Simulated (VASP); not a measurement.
Here is a VASP 6.6.1 calculation.

File INCAR:

```
SYSTEM = InSe
ALGO = Normal
EDIFF = 1E-6
ENCUT = 520
GGA = PS
ISIF = 2
ISMEAR = -1
LASPH = .True.
LCHARG = .False.
LREAL = .False.
LWAVE = .False.
NBANDS = 27
NELM = 80
PREC = Accurate
SIGMA = 0.05
```

The input KPOINTS:

```
k-points
0
Gamma
  7 7 6
  0 0 0
```

Contents of POSCAR:

```
InSe
1.0
    5.9231271523     -2.0133887836      0.2687935604
    5.9231271523      2.0133887836      0.2687935604
   -1.5317231198      0.0000000000      3.7224030433
In Se
2 2
Direct
    0.8763064025      0.8763064025     -0.1242099287
    0.1236935975      0.1236935975      1.1242099287
    0.6402583555      0.6402583555      0.6402801528
    0.3597416445      0.3597416445      0.3597198472
```

Potentials or basis: VASP PAW PBE potentials, release 64 (In_d, Se).

The run is started by

```console
$ cat potpaw_PBE.64/In_d/POTCAR potpaw_PBE.64/Se/POTCAR > POTCAR
$ mpirun -np 1 vasp_std > vasp.out
```

**Question.** Predict the largest force.

**Answer.** 0.013 eV/Å.

**Question.** Estimate the pressure.

**Answer.** 5.1 GPa.

Forces on the atoms (eV/Å):
```
In   0.012  0.000  0.005
In  -0.012  0.000 -0.005
Se  -0.010  0.000 -0.004
Se   0.010  0.000  0.004
```

Caveat: the cell stands under pressure; the PAW data sets were made with another functional, which shifts forces and pressure a little.
